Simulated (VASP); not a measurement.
A run of VASP 6.6.1 is set up as follows.

File INCAR:

```
SYSTEM = AgPPd5
ALGO = Normal ; EDIFF = 1E-6
ENCUT = 500 ; GGA = CA
GGA_COMPAT = .False. ; ISIF = 2
ISMEAR = 0 ; LASPH = .True.
LCHARG = .False. ; LREAL = .False.
LWAVE = .False. ; NBANDS = 42
NELM = 120 ; PREC = Accurate
SIGMA = 0.1
```

The input KPOINTS:

```
k-points
0
Gamma
  5 5 3
  0 0 0
```

File POSCAR:

```
AgPPd5
1.0
    3.9687750000      0.0000000000      0.0000000000
    0.0000000000      3.9687750000      0.0000000000
    0.0000000000      0.0000000000      7.0052250000
Ag P Pd
1 1 5
Direct
    0.5000000000      0.5000000000      0.0000000000
    0.0000000000      0.0000000000      0.5000000000
    0.0000000000      0.0000000000      0.0000000000
    0.5000000000      0.0000000000      0.6995300000
    0.0000000000      0.5000000000      0.3004700000
    0.0000000000      0.5000000000      0.6995300000
    0.5000000000      0.0000000000      0.3004700000
```

Potentials or basis: VASP PAW LDA potentials, release 64 (Ag, P, Pd).

Launch:

```sh
$ cat potpaw_LDA.64/Ag/POTCAR potpaw_LDA.64/P/POTCAR potpaw_LDA.64/Pd/POTCAR > POTCAR
$ mpirun -np 1 vasp_std > vasp.out
```

**Question.** Estimate the pressure.

**Answer.** -13.0 GPa.

**Question.** Estimate the largest force.

**Answer.** 0.078 eV/Å.

**Question.** What does it give for the band gap on the k mesh?

**Answer.** Zero (bands 33 and 34 overlap by 0.73 eV).

Stress tensor (GPa, compression positive):
```
-12.90   0.00   0.00
  0.00 -12.90   0.00
  0.00   0.00 -13.19
```

Caveat: the cell stands under tension.
